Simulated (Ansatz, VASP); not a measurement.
# Two plane-wave programs on Rh

The input INCAR:

```
SYSTEM = Rh
PREC = Accurate
ENCUT = 520
EDIFF = 1E-6
ISMEAR = 0
SIGMA = 0.15
LREAL = .FALSE.
LASPH = .TRUE.
NELM = 60
ALGO = Fast
ISIF = 2
LWAVE = .FALSE.
LCHARG = .FALSE.
GGA = PS
NBANDS = 22
```

File KPOINTS:

```
regular mesh
0
G
  21 21 12
  0 0 0
```

Contents of POSCAR:

```
Rh
1.0
    2.7923570175      0.0000000000      0.0000000000
   -1.3961785088      2.4182521136      0.0000000000
    0.0000000000      0.0000000000      4.4960304807
Rh
2
Direct
    0.6666666667      0.3333333333      0.7500000000
    0.3333333333      0.6666666667      0.2500000000
```

Input for Ansatz:

```yaml
crystal:
  lattice:
    - [2.7923570175, 0.0, 0.0]
    - [-1.3961785088, 2.4182521136, 0.0]
    - [0.0, 0.0, 4.4960304807]
  atoms:
    - { symbol: Rh, position: [0.6666666667, 0.3333333333, 0.75] }
    - { symbol: Rh, position: [0.3333333333, 0.6666666667, 0.25] }
basis:
  ecutwfc: 420
kpoints:
  mp_grid: { grid: [21, 21, 12] }
hamiltonian:
  xc: pbesol
  pseudopotentials: { kind: paw, azcp: { folder: soft_1 } }
scf:
  occupations: { method: gaussian, width: 0.15 }
output:
  forces: true
  stress: true
  eigenvalues: true
```

Alike in both runs: task single point; functional PBEsol; k mesh 21 × 21 × 12; occupations gaussian, width 0.15 eV; no spin polarisation.

|  | VASP | Ansatz |
| --- | --- | --- |
| version | VASP 6.6.1 | Ansatz 0.2.0 |
| potentials or method | VASP PAW PBE potentials, release 64 (Rh_pv), cutoff 520 eV | scalar-relativistic, plane waves, PAW |
| valence electrons in the cell | 30 | 34 |

```tsv
	VASP	Ansatz	Ansatz less VASP
gap on the k mesh at the Fermi level (eV)	none	none	-
pressure (GPa)	-24.6	-24.7	-0.05
traceless stress, the component that is largest in VASP (GPa)	-0.25	-0.26	-0.004
```

VASP's potentials were made for PBE, not for PBEsol, and Ansatz warns of the same on its side. A gap of «none» marks a metal or a gap that the smearing closes. VASP's potentials hold 30 valence electrons a cell and Ansatz's 34, so a difference there can come from the potentials and not from the codes.
